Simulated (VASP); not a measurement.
# BN (I-4m2) in VASP: single point with PBE

Aim: the single point of BN with PBE.

Program: VASP 6.6.1. These are calculated values, not measurements. Logs are shortened: lines on timing, memory, paths and dates and some standing lists are left out, and cuts for length are marked.

## Step 1: The cell of the first run

It takes space group I-4m2 (No. 119, tetragonal). Conventional cell: a = 2.641 Å, b = 2.641 Å, c = 3.517 Å, α = 90.00°, β = 90.00°, γ = 90.00°. Within 2.1 Å of B (site symmetry -4m2) lie 4 N at 1.59 Å. N (site symmetry -4m2) has 4 B at 1.59 Å within 2.1 Å.

## Step 2: Single point, PBE (strain +0.030 along x and y, -0.030 along z)

Input file INCAR:

```
SYSTEM = BN
  PREC = Accurate
  ENCUT = 520
  EDIFF = 1E-6
  ISMEAR = 0
  SIGMA = 0.05
  LREAL = .FALSE.
  LASPH = .TRUE.
  NELM = 60
  ALGO = Normal
  ISIF = 2
  LWAVE = .FALSE.
  LCHARG = .FALSE.
  GGA = PE
  NBANDS = 11
```

Input file KPOINTS:

```
Automatic mesh
0
G
  12 12 12
  0 0 0
```

Input file POSCAR:

```
BN
1.0
    0.0000000000      1.8673910300      1.7586109700
    1.8673910300      0.0000000000      1.7586109700
    1.8673910300      1.8673910300      0.0000000000
B N
1 1
Direct
    0.0000000000      0.0000000000      0.0000000000
    0.7500000000      0.7500000000      0.7500000000
```

Potentials or basis: VASP PAW PBE potentials, release 64 (B, N).

Started as:

```sh
$ cat potpaw_PBE.64/B/POTCAR potpaw_PBE.64/N/POTCAR > POTCAR
$ mpirun -np 1 vasp_std > vasp.out
```

OUTCAR:

```text
SYSTEM = BN
   PREC = Accurate
   ENCUT = 520
   EDIFF = 1E-6
   ISMEAR = 0
   LREAL = .FALSE.
   LASPH = .TRUE.
   NELM = 60
   ISIF = 2
   GGA = PE

 ion  position               nearest neighbor table
   1  0.000  0.000  0.000-   2 1.59   2 1.59   2 1.59   2 1.59
   2  0.750  0.750  0.750-   1 1.59   1 1.59   1 1.59   1 1.59

  LATTYP: Found a body centered tetragonal cell.
 ALAT       =     2.6408897209
 C/A-ratio  =     1.3318321898

  Lattice vectors:

 A1 = (   0.0000000000,  -1.8673910300,  -1.7586109700)
 A2 = (   0.0000000000,   1.8673910300,  -1.7586109700)
 A3 = (   1.8673910300,   0.0000000000,   1.7586109700)

Analysis of symmetry for initial positions (statically):
=====================================================================
 Subroutine PRICEL returns:
 Original cell was already a primitive cell.

 Routine SETGRP: Setting up the symmetry group for a
 body centered tetragonal supercell.

 Subroutine GETGRP returns: Found  8 space group operations
 (whereof  8 operations were pure point group operations)
 out of a pool of 16 trial point group operations.

The static configuration has the point symmetry D_2d.

Analysis of symmetry for dynamics (positions and initial velocities):
=====================================================================
 Subroutine PRICEL returns:
 Original cell was already a primitive cell.

 Routine SETGRP: Setting up the symmetry group for a
 body centered tetragonal supercell.

 Subroutine GETGRP returns: Found  8 space group operations
 (whereof  8 operations were pure point group operations)
 out of a pool of 16 trial point group operations.

The dynamic configuration has the point symmetry D_2d.

 Subroutine INISYM returns: Found  8 space group operations
 (whereof  8 operations are pure point group operations),
 and found     1 'primitive' translations

----------------------------------------------------------------------------------------

                                     Primitive cell

  volume of cell :      12.2651

  direct lattice vectors                    reciprocal lattice vectors
     0.000000000  1.867391030  1.758610970    -0.267753241  0.267753241  0.284315297
     1.867391030  0.000000000  1.758610970     0.267753241 -0.267753241  0.284315297
     1.867391030  1.867391030  0.000000000     0.267753241  0.267753241 -0.284315297

  length of vectors
     2.565124130  2.565124130  2.640889721     0.473517459  0.473517459  0.473517459

  position of ions in fractional coordinates (direct lattice)
     0.000000000  0.000000000  0.000000000
     0.750000000  0.750000000  0.750000000

  ion indices of the primitive-cell ions
   primitive index   ion index
                 1           1
                 2           2

----------------------------------------------------------------------------------------

 KPOINTS: Automatic mesh

Automatic generation of k-mesh.
 Grid dimensions read from file:
 generate k-points for:   12   12   12

 Generating k-lattice:

  Cartesian coordinates                     Fractional coordinates (reciprocal lattice)
    -0.022312770  0.022312770  0.023692941     0.083333333 -0.000000000  0.000000000
     0.022312770 -0.022312770  0.023692941    -0.000000000  0.083333333  0.000000000
     0.022312770  0.022312770 -0.023692941     0.000000000  0.000000000  0.083333333

  Length of vectors
     0.039459788  0.039459788  0.039459788

  Shift w.r.t. Gamma in fractional coordinates (k-lattice)
     0.000000000  0.000000000  0.000000000

 Subroutine IBZKPT returns following result:
 ===========================================

 Found    163 irreducible k-points:

 Following reciprocal coordinates:
            Coordinates               Weight
  0.000000  0.000000  0.000000      1.000000
  0.083333 -0.000000  0.000000      8.000000
  0.166667  0.000000  0.000000      8.000000
  0.250000 -0.000000  0.000000      8.000000
  0.333333  0.000000  0.000000      8.000000
  0.416667  0.000000  0.000000      8.000000
[... 16 lines left out ...]
  0.500000  0.166667  0.000000      8.000000
 -0.416667  0.166667  0.000000      8.000000
 [... further k-points ...]
   k-points           NKPTS =    163   k-points in BZ     NKDIM =    163   number of bands    NBANDS=     11
   number of dos      NEDOS =    301   number of ions     NIONS =      2
   total plane-waves  NPLWV =   8000
   dimension x,y,z NGX =    20 NGY =   20 NGZ =   20
   dimension x,y,z NGXF=    40 NGYF=   40 NGZF=   40
   ions per type =               1   1
   NGX,Y,Z   is equivalent  to a cutoff of  12.96, 12.96, 12.59 a.u.
   NGXF,Y,Z  is equivalent  to a cutoff of  25.92, 25.92, 25.18 a.u.
 SYSTEM =  BN
   PREC   = accura    normal or accurate (medium, high low for compatibility)
   ISTART =      0    job   : 0-new  1-cont  2-samecut
   ICHARG =      2    charge: 1-file 2-atom 10-const
   ISPIN  =      1    spin polarized calculation?
   LNONCOLLINEAR =      F non collinear calculations
   LSORBIT =      F    spin-orbit coupling
   LASPH  =      T    aspherical Exc in radial PAW
   ENCUT  =  520.0 eV  38.22 Ry    6.18 a.u.   4.77  4.77  4.91*2*pi/ulx,y,z
   NELM   =     60;   NELMIN=  2; NELMDL= -5     # of ELM steps
   EDIFF  = 0.1E-05   stopping-criterion for ELM
   LREAL  =      F    real-space projection
   EDIFFG = 0.1E-04   stopping-criterion for IOM
   NSW    =      0    number of steps for IOM
   IBRION =     -1    ionic relax: 0-MD 1-quasi-New 2-CG
   NFREE  =      0    steps in history (QN), initial steepest desc. (CG)
   ISIF   =      2    stress and relaxation
   ISYM   =      2    0-nonsym 1-usesym 2-fastsym
   POTIM  = 0.5000    time-step for ionic-motion
   TEBEG  =    0.0;   TEEND  =   0.0 temperature during run
   PSTRESS=    0.0 pullay stress
   NELECT =       8.0000    total number of electrons
   NUPDOWN=      -1.0000    fix difference up-down
   EMIN   =  10.00;   EMAX   =-10.00  energy-range for DOS
   EFERMI =   0.00;   METHOD = LEGACY
   ISMEAR =     0;   SIGMA  =   0.05  broadening in eV -4-tet -1-fermi 0-gaus
   EFERMI_NEDOS =   21; number of points for ismear=-14 and -15
   IALGO  =     38    algorithm
   IMIX   =      4    mixing-type and parameters
     AMIX     =   0.40;   BMIX     =  1.00
     AMIX_MAG =   1.60;   BMIX_MAG =  1.00
  volume/ion in A,a.u.               =       6.13        41.38
  Fermi-wavevector in a.u.,A,eV,Ry     =   1.419759  2.682956 27.425488  2.015716
  Thomas-Fermi vector in A             =   2.540746
   LORBIT       =      0    0 simple, 1 ext, 2 COOP (PROOUT), +10 PAW based schemes
   GGA     = PE    functional components
   LHFCALC =     F    Hartree Fock is set to
   AEXX    =    0.0000 exact exchange contribution
   IVDW    =     0    specifies the selected vdW correction
   LEPSILON=     F    determine dielectric tensor
   LRPA    =     F    only Hartree local field effects (RPA)
 non-spin polarized calculation
 Gauss-broadening in eV      SIGMA  =   0.05
  energy-cutoff  :      520.00
  volume of cell :       12.27
 maximum number of plane-waves:       344
   NGX =  9   NGY =  9   NGZ =  9

 number of electron       8.0000002 magnetization

 Free energy of the ion-electron system (eV)
  ---------------------------------------------------
  ext. energy  EPLUGINS =         0.00000000
  ---------------------------------------------------
  free energy    TOTEN  =       -17.38845182 eV

  energy without entropy =      -17.38845182  energy(sigma->0) =      -17.38845182

 E-fermi :   7.6458     XC(G=0): -12.6411

 val. band max:        7.3006898660   @ k =   0.0000   0.0000   0.0000
 cond. band min:      10.7450053105   @ k =   0.5000   0.5000   0.0000
 fundamental gap:      3.4443154445
 Fermi energy:         7.6458234153

 k-point     1 :       0.0000    0.0000    0.0000
  band No.  band energies     occupation
      1     -12.8549      2.00000
      2       6.7768      2.00000
      3       6.7768      2.00000
      4       7.3007      2.00000
      5      15.3425      0.00000
      6      15.7624      0.00000
      7      15.7624      0.00000
      8      16.6702      0.00000
      9      31.0228      0.00000
     10      32.7930      0.00000
     11      33.8991      0.00000

 k-point     2 :       0.0833   -0.0000    0.0000
  band No.  band energies     occupation
      1     -12.6907      2.00000
      2       6.0145      2.00000
      3       6.5823      2.00000
      4       7.0267      2.00000
      5      15.4635      0.00000
      6      16.0107      0.00000
      7      16.0289      0.00000
      8      17.2870      0.00000
      9      30.8503      0.00000
     10      31.0692      0.00000
     11      32.4049      0.00000

 k-point     3 :       0.1667    0.0000    0.0000
  band No.  band energies     occupation
      1     -12.2044      2.00000
      2       4.0165      2.00000
      3       6.1075      2.00000
      4       6.6188      2.00000
      5      15.6836      0.00000
      6      16.5599      0.00000
      7      16.6423      0.00000
      8      18.6749      0.00000
      9      29.8438      0.00000
     10      30.1271      0.00000
     11      31.4190      0.00000

 k-point     4 :       0.2500   -0.0000    0.0000
  band No.  band energies     occupation
      1     -11.4205      2.00000
      2       1.6310      2.00000
      3       5.5556      2.00000
      4       6.1851      2.00000
      5      15.8634      0.00000
      6      17.0221      0.00000
      7      17.3651      0.00000
      8      20.0555      0.00000
      9      29.5317      0.00000
     10      29.7734      0.00000
     11      31.0537      0.00000
[... 239 lines left out ...]
 k-point    22 :       0.4167    0.1667    0.0000
  band No.  band energies     occupation
      1      -9.3957      2.00000
      2      -1.1238      2.00000
      3       3.6934      2.00000
      4       4.3489      2.00000
      5      14.7062      0.00000
      6      19.2652      0.00000
      7      19.3212      0.00000
      8      19.9455      0.00000
      9      27.2852      0.00000
     10      32.9257      0.00000
     11      34.6968      0.00000

 k-point    23 :       0.5000    0.1667    0.0000
  band No.  band energies     occupation
      1      -8.5221      2.00000
      2      -2.5414      2.00000
      3       3.7287      2.00000
      4       3.8396      2.00000
      5      14.9868      0.00000
      6      19.0766      0.00000
      7      19.2875      0.00000
      8      21.1798      0.00000
      9      27.3474      0.00000
     10      32.8657      0.00000
     11      33.9871      0.00000

 k-point    24 :      -0.4167    0.1667    0.0000
  band No.  band energies     occupation
      1      -8.4679      2.00000
      2      -2.6359      2.00000
      3       3.4498      2.00000
      4       4.0157      2.00000
      5      15.3420      0.00000
      6      18.7476      0.00000
      7      19.1351      0.00000
      8      22.1565      0.00000
      9      27.1826      0.00000
     10      31.7873      0.00000
     11      32.8429      0.00000

 [... further k-points ...]
[... 5 lines left out ...]
  --------------------------------------------------------------------------------------
  -------------------------------------------------------------------------------------
  Total       -1.6277982     -1.6277982      0.8770436      0.0000000      0.0000000      0.0000000
  in kB     -212.6379758   -212.6379758    114.5675069      0.0000000      0.0000000      0.0000000
  external PRESSURE =    -103.5694816 kB  Pullay stress =       0.0000000 kB

 VOLUME and BASIS-vectors are now :
 -----------------------------------------------------------------------------
  energy-cutoff  :      520.00
  volume of cell :       12.27
      direct lattice vectors                 reciprocal lattice vectors
     0.000000000  1.867391030  1.758610970    -0.267753241  0.267753241  0.284315297
     1.867391030  0.000000000  1.758610970     0.267753241 -0.267753241  0.284315297
     1.867391030  1.867391030  0.000000000     0.267753241  0.267753241 -0.284315297

 POSITION                                       TOTAL-FORCE (eV/Angst)
 -----------------------------------------------------------------------------------
      0.00000      0.00000      0.00000        -0.000000     -0.000000     -0.000000
      2.80109      2.80109      2.63792         0.000000      0.000000      0.000000
 -----------------------------------------------------------------------------------
    total drift:                               -0.000001     -0.000001      0.000002

  FREE ENERGIE OF THE ION-ELECTRON SYSTEM (eV)
  ---------------------------------------------------
  free  energy   TOTEN  =       -17.3884518214 eV

  energy  without entropy=      -17.3884518214  energy(sigma->0) =      -17.38845182
```

It took 8.7 s on 1 thread of Intel Xeon 6975P-C (Granite Rapids), shared host; peak memory 0.13 GiB.

Results:

```
Free energy            : -17.3885 eV
Pressure               : -10.4 GPa
Band gap on the k mesh : 3.44 eV, indirect (least direct gap 8.04 eV)
```

Stress tensor (GPa, compression positive):
```
-21.26   0.00   0.00
  0.00 -21.26   0.00
  0.00   0.00  11.46
```

Levels at points of the mesh, in eV from the valence-band top:
| k point | band 1 | band 2 | band 3 | band 4 | band 5 | band 6 | band 7 | band 8 |
| --- | --- | --- | --- | --- | --- | --- | --- | --- |
| (0.00, 0.00, 0.00) | -20.16 | -0.52 | -0.52 | 0.00 | 8.04 | 8.46 | 8.46 | 9.37 |
| (0.50, 0.00, 0.00) | -16.10 | -10.69 | -2.64 | -1.80 | 8.72 | 9.83 | 11.02 | 14.54 |
| (0.50, 0.50, 0.00) | -14.37 | -8.44 | -5.57 | -5.57 | 3.44 | 7.75 | 17.06 | 17.06 |
| (0.50, 0.00, 0.50) | -15.01 | -9.30 | -4.79 | -4.77 | 4.42 | 9.15 | 16.40 | 17.21 |

Caveat: the cell differs from its parent crystal (strain +0.030 along x and y, -0.030 along z). A k mesh can miss the band edges.
